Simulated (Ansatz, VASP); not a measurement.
# Two plane-wave programs on TiSi2

```
Ti Si
1.0
    -1.42775    1.65469    4.06256
     1.42775   -1.65469    4.06256
     1.42775    1.65469   -4.06256
Ti Si
1 2
Direct
  0.00000 0.00000 0.00000
  0.33093 0.33093 0.00000
  0.66907 0.66907 0.00000
```

Alike in both runs: task single point; functional LDA; k mesh 18 × 18 × 18; occupations gaussian, width 0.15 eV; no spin polarisation.

|  | VASP | Ansatz |
| --- | --- | --- |
| version | VASP 6.6.1 | Ansatz 0.2.0 |
| potentials or method | VASP PAW LDA potentials, release 64 (Ti_sv, Si), cutoff 520 eV | scalar-relativistic, plane waves, PAW |
| valence electrons in the cell | 20 | 20 |

|  | VASP | Ansatz | Ansatz less VASP |
| --- | --- | --- | --- |
| gap on the k mesh at the Fermi level (eV) | none | none | - |
| pressure (GPa) | 9.8 | 9.6 | -0.22 |
| traceless stress, the component that is largest in VASP (GPa) | -0.82 | -0.76 | +0.056 |
| rms of the force components (eV/Å) | 0.028 | 0.026 | -0.0014 |

Ansatz warns that its potentials were made for another functional, while VASP's fit it. LDA's correlation is that of Perdew and Zunger in VASP and of Perdew and Wang (1992) in Ansatz. Atom by atom the forces differ by 0.001 eV/Å (rms over components). A gap of «none» marks a metal or a gap that the smearing closes.
